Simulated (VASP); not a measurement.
# MoH6 (I4/mmm) in VASP: a series of runs

The runs below take MoH6 through single point, with PBE.

Everything below comes from runs of VASP 6.6.1. Logs are shortened: lines on timing, memory, paths and dates and some standing lists are left out, and cuts for length are marked.

**1. The cell of the first run**

It takes space group I4/mmm (No. 139, tetragonal). The conventional cell has a = 4.254 Å, b = 4.254 Å, c = 3.480 Å, α = 90.00°, β = 90.00°, γ = 90.00°. H (site symmetry -4m2) has 10 H at 1.74 to 1.79 Å and 4 Mo at 2.30 Å within 2.3 Å. Within 2.0 Å of H (site symmetry m2m) lie 8 H at 1.51 to 1.95 Å and 1 Mo at 1.94 Å. Within 2.6 Å of Mo (site symmetry 4/mmm) lie 20 H at 1.94 to 2.30 Å.

**2. Single point, PBE**

INCAR reads:

```
PREC = Accurate ; ENCUT = 500
EDIFF = 1E-6 ; ISMEAR = 0
SIGMA = 0.15 ; LREAL = False
LASPH = True ; NELM = 120
ALGO = Normal ; ISIF = 2
LWAVE = False ; LCHARG = False
GGA = PE ; NBANDS = 19
GGA_COMPAT = False
```

KPOINTS reads:

```
Automatic mesh
0
Gamma
  3 3 3
```

POSCAR reads:

```
MoH6
1.0
   -2.1272344964      2.1272344964      1.7401927953
    2.1272344964     -2.1272344964      1.7401927953
    2.1272344964      2.1272344964     -1.7401927953
H Mo
6 1
Direct
    0.7500000000      0.2500000000      0.5000000000
    0.2500000000      0.7500000000      0.5000000000
    0.6773371530      0.6773371530      0.3546743060
    0.3226628470      0.3226628470      0.6453256940
    0.6773371530      0.3226628470      0.0000000000
    0.3226628470      0.6773371530      0.0000000000
    0.0000000000      0.0000000000      0.0000000000
```

Potentials or basis: VASP PAW PBE potentials, release 64 (H, Mo_sv).

Started as:

```sh
cat potpaw_PBE.64/H/POTCAR potpaw_PBE.64/Mo_sv/POTCAR > POTCAR
mpirun -np 1 vasp_std > vasp.out
```

OUTCAR:

```text
PREC = Accurate
   ENCUT = 500
   EDIFF = 1E-6
   ISMEAR = 0
   LREAL = False
   LASPH = True
   NELM = 120
   ISIF = 2
   GGA = PE

 ion  position               nearest neighbor table
   1  0.750  0.250  0.500-
   2  0.250  0.750  0.500-
   3  0.677  0.677  0.355-   7 1.94   7 2.04   7 2.04
   4  0.323  0.323  0.645-   7 1.94   7 2.04   7 2.04
   5  0.677  0.323  0.000-   7 1.94   7 2.04   7 2.04
   6  0.323  0.677  0.000-   7 1.94   7 2.04   7 2.04
   7  0.000  0.000  0.000-   5 1.94   6 1.94   4 1.94   3 1.94   4 2.04   3 2.04   3 2.04   4 2.04
                             6 2.04   5 2.04   6 2.04   5 2.04

  LATTYP: Found a body centered tetragonal cell.
 ALAT       =     4.2544689928
 C/A-ratio  =     0.8180540501

  Lattice vectors:

 A1 = (  -2.1272344964,   2.1272344964,   1.7401927953)
 A2 = (   2.1272344964,  -2.1272344964,   1.7401927953)
 A3 = (   2.1272344964,   2.1272344964,  -1.7401927953)

Analysis of symmetry for initial positions (statically):
=====================================================================
 Subroutine PRICEL returns:
 Original cell was already a primitive cell.

 Routine SETGRP: Setting up the symmetry group for a
 body centered tetragonal supercell.

 Subroutine GETGRP returns: Found 16 space group operations
 (whereof 16 operations were pure point group operations)
 out of a pool of 16 trial point group operations.

The static configuration has the point symmetry D_4h.

Analysis of symmetry for dynamics (positions and initial velocities):
=====================================================================
 Subroutine PRICEL returns:
 Original cell was already a primitive cell.

 Routine SETGRP: Setting up the symmetry group for a
 body centered tetragonal supercell.

 Subroutine GETGRP returns: Found 16 space group operations
 (whereof 16 operations were pure point group operations)
 out of a pool of 16 trial point group operations.

The dynamic configuration has the point symmetry D_4h.

 Subroutine INISYM returns: Found 16 space group operations
 (whereof 16 operations are pure point group operations),
 and found     1 'primitive' translations

----------------------------------------------------------------------------------------

                                     Primitive cell

  volume of cell :      31.4984

  direct lattice vectors                    reciprocal lattice vectors
    -2.127234496  2.127234496  1.740192795     0.000000000  0.235046959  0.287324486
     2.127234496 -2.127234496  1.740192795     0.235046959  0.000000000  0.287324486
     2.127234496  2.127234496 -1.740192795     0.235046959  0.235046959  0.000000000

  length of vectors
     3.475417122  3.475417122  3.475417122     0.371217501  0.371217501  0.332406598

  position of ions in fractional coordinates (direct lattice)
     0.750000000  0.250000000  0.500000000
     0.250000000  0.750000000  0.500000000
     0.677337153  0.677337153  0.354674306
     0.322662847  0.322662847  0.645325694
     0.677337153  0.322662847  0.000000000
     0.322662847  0.677337153  0.000000000
     0.000000000  0.000000000  0.000000000

  ion indices of the primitive-cell ions
   primitive index   ion index
                 1           1
                 2           2
                 3           3
                 4           4
                 5           5
                 6           6
                 7           7

----------------------------------------------------------------------------------------

 KPOINTS: Automatic mesh

Automatic generation of k-mesh.
 Grid dimensions read from file:
 generate k-points for:    3    3    3

 Generating k-lattice:

  Cartesian coordinates                     Fractional coordinates (reciprocal lattice)
     0.000000000  0.078348986  0.095774829     0.333333333 -0.000000000  0.000000000
     0.078348986  0.000000000  0.095774829    -0.000000000  0.333333333  0.000000000
     0.078348986  0.078348986  0.000000000     0.000000000  0.000000000  0.333333333

  Length of vectors
     0.123739167  0.123739167  0.110802199

  Shift w.r.t. Gamma in fractional coordinates (k-lattice)
     0.000000000  0.000000000  0.000000000

 Subroutine IBZKPT returns following result:
 ===========================================

 Found      6 irreducible k-points:

 Following reciprocal coordinates:
            Coordinates               Weight
  0.000000  0.000000  0.000000      1.000000
  0.333333  0.000000  0.000000      8.000000
  0.333333  0.333333  0.000000      8.000000
 -0.333333  0.333333  0.000000      4.000000
 -0.333333  0.333333  0.333333      4.000000
 -0.333333 -0.333333  0.333333      2.000000
   k-points           NKPTS =      6   k-points in BZ     NKDIM =      6   number of bands    NBANDS=     19
   number of dos      NEDOS =    301   number of ions     NIONS =      7
   total plane-waves  NPLWV =  21952
   dimension x,y,z NGX =    28 NGY =   28 NGZ =   28
   dimension x,y,z NGXF=    56 NGYF=   56 NGZF=   56
   ions per type =               6   1
   NGX,Y,Z   is equivalent  to a cutoff of  13.39, 13.39, 13.39 a.u.
   NGXF,Y,Z  is equivalent  to a cutoff of  26.79, 26.79, 26.79 a.u.
 SYSTEM =  unknown system
   PREC   = accura    normal or accurate (medium, high low for compatibility)
   ISTART =      0    job   : 0-new  1-cont  2-samecut
   ICHARG =      2    charge: 1-file 2-atom 10-const
   ISPIN  =      1    spin polarized calculation?
   LNONCOLLINEAR =      F non collinear calculations
   LSORBIT =      F    spin-orbit coupling
   LASPH  =      T    aspherical Exc in radial PAW
   ENCUT  =  500.0 eV  36.75 Ry    6.06 a.u.   6.34  6.34  6.34*2*pi/ulx,y,z
   NELM   =    120;   NELMIN=  2; NELMDL= -5     # of ELM steps
   EDIFF  = 0.1E-05   stopping-criterion for ELM
   LREAL  =      F    real-space projection
   EDIFFG = 0.1E-04   stopping-criterion for IOM
   NSW    =      0    number of steps for IOM
   IBRION =     -1    ionic relax: 0-MD 1-quasi-New 2-CG
   NFREE  =      0    steps in history (QN), initial steepest desc. (CG)
   ISIF   =      2    stress and relaxation
   ISYM   =      2    0-nonsym 1-usesym 2-fastsym
   POTIM  = 0.5000    time-step for ionic-motion
   TEBEG  =    0.0;   TEEND  =   0.0 temperature during run
   PSTRESS=    0.0 pullay stress
   NELECT =      20.0000    total number of electrons
   NUPDOWN=      -1.0000    fix difference up-down
   EMIN   =  10.00;   EMAX   =-10.00  energy-range for DOS
   EFERMI =   0.00;   METHOD = LEGACY
   ISMEAR =     0;   SIGMA  =   0.15  broadening in eV -4-tet -1-fermi 0-gaus
   EFERMI_NEDOS =   21; number of points for ismear=-14 and -15
   IALGO  =     38    algorithm
   IMIX   =      4    mixing-type and parameters
     AMIX     =   0.40;   BMIX     =  1.00
     AMIX_MAG =   1.60;   BMIX_MAG =  1.00
  volume/ion in A,a.u.               =       4.50        30.37
  Fermi-wavevector in a.u.,A,eV,Ry     =   1.407091  2.659016 26.938237  1.979905
  Thomas-Fermi vector in A             =   2.529385
   LORBIT       =      0    0 simple, 1 ext, 2 COOP (PROOUT), +10 PAW based schemes
   GGA     = PE    functional components
   LHFCALC =     F    Hartree Fock is set to
   AEXX    =    0.0000 exact exchange contribution
   IVDW    =     0    specifies the selected vdW correction
   LEPSILON=     F    determine dielectric tensor
   LRPA    =     F    only Hartree local field effects (RPA)
 non-spin polarized calculation
 Gauss-broadening in eV      SIGMA  =   0.15
  energy-cutoff  :      500.00
  volume of cell :       31.50
 maximum number of plane-waves:       807
 NGX is ok and might be reduce to    28
   NGX = 13   NGY = 13   NGZ = 13

 number of electron      19.9999998 magnetization

 Free energy of the ion-electron system (eV)
  ---------------------------------------------------
  ext. energy  EPLUGINS =         0.00000000
  ---------------------------------------------------
  free energy    TOTEN  =       -25.87175042 eV

  energy without entropy =      -25.83866168  energy(sigma->0) =      -25.85520605

 E-fermi :   7.9431     XC(G=0): -12.3804

 val. band max:        7.9274004542   @ k =  -0.3333   0.3333   0.0000
 cond. band min:       8.0037491520   @ k =   0.0000   0.0000   0.0000
 fundamental gap:      0.0763486978
 Fermi energy:         7.9430779379

 k-point     1 :       0.0000    0.0000    0.0000
  band No.  band energies     occupation
      1     -53.3458      2.00000
      2     -27.4359      2.00000
      3     -27.3503      2.00000
      4     -27.3503      2.00000
      5      -5.8353      2.00000
      6       2.6241      2.00000
[... 11 lines left out ...]
     18      19.2612      0.00000
     19      23.8735      0.00000

 k-point     2 :       0.3333    0.0000    0.0000
  band No.  band energies     occupation
      1     -53.3305      2.00000
      2     -27.5921      2.00000
      3     -27.3976      2.00000
      4     -27.3852      2.00000
      5      -3.4793      2.00000
      6       0.9575      2.00000
[... 11 lines left out ...]
     18      20.8924      0.00000
     19      22.8162      0.00000

 k-point     3 :       0.3333    0.3333    0.0000
  band No.  band energies     occupation
      1     -53.3252      2.00000
      2     -27.5923      2.00000
      3     -27.4767      2.00000
      4     -27.3881      2.00000
      5      -0.9703      2.00000
      6      -0.9078      2.00000
[... 11 lines left out ...]
     18      22.6284      0.00000
     19      24.1833      0.00000

 k-point     4 :      -0.3333    0.3333    0.0000
  band No.  band energies     occupation
      1     -53.3354      2.00000
      2     -27.4978      2.00000
      3     -27.4634      2.00000
      4     -27.3425      2.00000
      5      -3.9796      2.00000
      6      -0.1389      2.00000
[... 11 lines left out ...]
     18      23.8088      0.00000
     19      24.7534      0.00000

 k-point     5 :      -0.3333    0.3333    0.3333
  band No.  band energies     occupation
      1     -53.3258      2.00000
      2     -27.4930      2.00000
      3     -27.4807      2.00000
      4     -27.4681      2.00000
      5      -2.4327      2.00000
      6      -0.0490      2.00000
[... 11 lines left out ...]
     18      23.3106      0.00000
     19      24.4728      0.00000

 k-point     6 :      -0.3333   -0.3333    0.3333
  band No.  band energies     occupation
      1     -53.3208      2.00000
      2     -27.5977      2.00000
      3     -27.4578      2.00000
      4     -27.4578      2.00000
      5      -1.5144      2.00000
      6       0.7395      2.00000
[... 11 lines left out ...]
     18      21.5476      0.00000
     19      22.7031      0.00000

------------------------ aborting loop because EDIFF is reached ----------------------------------------

  FORCE on cell =-STRESS in cart. coord.  units (eV):
  Direction    XX          YY          ZZ          XY          YZ          ZX
  --------------------------------------------------------------------------------------
  -------------------------------------------------------------------------------------
  Total       -0.0641197     -0.0641197     -0.1223642      0.0000000      0.0000000      0.0000000
  in kB       -3.2614757     -3.2614757     -6.2241068      0.0000000      0.0000000      0.0000000
  external PRESSURE =      -4.2490194 kB  Pullay stress =       0.0000000 kB

 VOLUME and BASIS-vectors are now :
 -----------------------------------------------------------------------------
  energy-cutoff  :      500.00
  volume of cell :       31.50
      direct lattice vectors                 reciprocal lattice vectors
    -2.127234496  2.127234496  1.740192795     0.000000000  0.235046959  0.287324486
     2.127234496 -2.127234496  1.740192795     0.235046959  0.000000000  0.287324486
     2.127234496  2.127234496 -1.740192795     0.235046959  0.235046959  0.000000000

 POSITION                                       TOTAL-FORCE (eV/Angst)
 -----------------------------------------------------------------------------------
      0.00000      2.12723      0.87010        -0.000000      0.000000     -0.000000
      2.12723      0.00000      0.87010        -0.000000      0.000000     -0.000000
      0.75448      0.75448      1.74019         0.001887      0.001887      0.000000
      1.37276      1.37276     -0.00000        -0.001887     -0.001887     -0.000000
     -0.75448      0.75448      1.74019        -0.001887      0.001887     -0.000000
      0.75448     -0.75448      1.74019         0.001887     -0.001887      0.000000
      0.00000      0.00000      0.00000        -0.000000      0.000000     -0.000000
 -----------------------------------------------------------------------------------
    total drift:                               -0.000000     -0.000000      0.000000

  FREE ENERGIE OF THE ION-ELECTRON SYSTEM (eV)
  ---------------------------------------------------
  free  energy   TOTEN  =       -25.8717504153 eV

  energy  without entropy=      -25.8386616770  energy(sigma->0) =      -25.85520605
```

Run time: 5.2 s. Hardware: 1 thread of AMD EPYC 7R13 (Zen 3), shared host; peak memory 0.12 GiB.

What came out:

```
Free energy            : -25.8718 eV
Pressure               : -0.4 GPa
Band gap on the k mesh : zero (band 10 reaches 7.93 eV, above the bottom of band 11 at 7.44 eV)
```

Forces on the atoms (eV/Å):
```
H    0.000  0.000  0.000
H    0.000  0.000  0.000
H    0.002  0.002  0.000
H   -0.002 -0.002  0.000
H   -0.002  0.002  0.000
H    0.002 -0.002  0.000
Mo   0.000  0.000  0.000
```

Caveat: the k points lie up to 0.78 Å⁻¹ apart.

(Continued in part 2 of 2.)
